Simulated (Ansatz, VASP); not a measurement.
One calculation of Nb5N, two programs

INCAR

```
PREC = Accurate
ENCUT = 600
EDIFF = 1E-6
ISMEAR = 0
SIGMA = 0.1
LREAL = False
LASPH = True
NELM = 80
ALGO = Normal
ISIF = 3
LWAVE = False
LCHARG = False
GGA = PE
IBRION = 2
NSW = 90
EDIFFG = -0.04
```

Contents of KPOINTS:

```
Automatic mesh
0
Gamma
  6 6 2
```

The input POSCAR:

```
Nb5N
1.0
    3.8917640000      0.0000000000      0.0000000000
   -1.9458820000      3.3703664900      0.0000000000
    0.0000000000      0.0000000000      7.8681338600
Nb N
5 1
Direct
    0.6666666700      0.3333333300      0.0000000000
    0.0000000000      0.0000000000      0.8150023500
    0.0000000000      0.0000000000      0.1849976500
    0.6666666700      0.3333333300      0.3554226500
    0.6666666700      0.3333333300      0.6445773500
    0.0000000000      0.0000000000      0.0000000000
```

Input for Ansatz:

```yaml
crystal:
  lattice:
    - [3.891764, 0.0, 0.0]
    - [-1.945882, 3.37036649, 0.0]
    - [0.0, 0.0, 7.86813386]
  atoms:
    - { symbol: Nb, position: [0.66666667, 0.33333333, 0.0] }
    - { symbol: Nb, position: [0.0, 0.0, 0.81500235] }
    - { symbol: Nb, position: [0.0, 0.0, 0.18499765] }
    - { symbol: Nb, position: [0.66666667, 0.33333333, 0.35542265] }
    - { symbol: Nb, position: [0.66666667, 0.33333333, 0.64457735] }
    - { symbol: "N", position: [0.0, 0.0, 0.0] }
basis:
  ecutwfc: 420
kpoints:
  mp_grid: { grid: [6, 6, 2] }
hamiltonian:
  xc: pbe
scf:
  occupations: { method: gaussian, width: 0.1 }
  lower_state_search: "off"
output:
  forces: true
  stress: true
  eigenvalues: true
relax:
  adjacent_minimum: "off"
  f_tol: 0.04
  max_steps: 70
  cell: { stress_tol: 0.4 }
```

Alike in both runs: task relaxation of cell and atoms; functional PBE; k mesh 6 × 6 × 2; occupations gaussian, width 0.1 eV; no spin polarisation.

|  | VASP | Ansatz |
| --- | --- | --- |
| version | VASP 6.6.1 | Ansatz 0.2.0 |
| potentials or method | VASP PAW PBE potentials, release 64 (Nb_sv, N), cutoff 600 eV | scalar-relativistic, plane waves, PAW |
| valence electrons in the cell | 70 | 70 |

Ansatz gave:

| Item | Value |
| --- | --- |
| gap on the k mesh at the Fermi level, each at its own relaxed structure (eV) | none |
| relaxed volume (Å³/atom) | 18.07 |
| relaxed length of the cell vector where the two differ most in proportion (Å) | 11.234 |

Estimate VASP's values.

gap on the k mesh at the Fermi level, each at its own relaxed structure (eV): none; relaxed volume (Å³/atom): 20.97; relaxed length of the cell vector where the two differ most in proportion (Å): 8.071.

A gap of «none» marks a metal or a gap that the smearing closes. One of these differences is far larger than is usual between the two programs; its cause wasn't traced.

The k mesh is coarse, so the values compare programs but aren't converged. Noted on VASP's run: the volume moved by over 15 % at a fixed basis, so the end points are rough.
